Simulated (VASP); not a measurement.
Set up this calculation in VASP 6.6.1, as the native input.

| Item | Value |
| --- | --- |
| Task | single point |
| Functional | PBE |
| Potentials or basis | VASP PAW PBE potentials, release 64 (Cl) |
| Cutoff | 520 eV |
| k mesh | 14 × 14 × 13 |
| Occupations | fermi-dirac, width 0.1 eV |
| Spin | no spin polarisation |
| Dipole correction | no |
| Further INCAR settings | ALGO = Normal; EDIFF = 1e-06; NBANDS = 10 |

The structure of Cl lies in POSCAR:

```
Cl
1.0
    2.6171876555      0.0000000000      0.0000000000
   -1.3085938277      2.2665509961      0.0000000000
    0.0000000000      0.0000000000      2.0730235428
Cl
1
Direct
    0.0000000000      0.0000000000      0.0000000000
```

These files were run (other wordings do the same):

INCAR

```
SYSTEM = Cl
PREC = Accurate
ENCUT = 520
EDIFF = 1E-6
ISMEAR = -1
SIGMA = 0.1
LREAL = .FALSE.
LASPH = .TRUE.
NELM = 60
ALGO = Normal
ISIF = 2
LWAVE = .FALSE.
LCHARG = .TRUE.
GGA = PE
LELF = .TRUE.
LVHAR = .TRUE.
NBANDS = 10
```

KPOINTS

```
regular mesh
0
G
  14 14 13
  0 0 0
```

Potentials or basis: VASP PAW PBE potentials, release 64 (Cl).

The run is started by

```console
$ cat potpaw_PBE.64/Cl/POTCAR > POTCAR
$ mpirun -np 1 vasp_std > vasp.out
```

It gave:

* Pressure: 89.2 GPa
* Band gap on the k mesh: zero (an odd number of electrons rules out a gap without spin polarisation)

Caveat: the cell stands under pressure; an odd number of electrons without spin polarisation forces a metal; a magnetic or distorted state may lie lower.

It took 23 s on 1 thread of Intel Xeon 8259CL, on a shared host, peak memory 0.13 GiB.
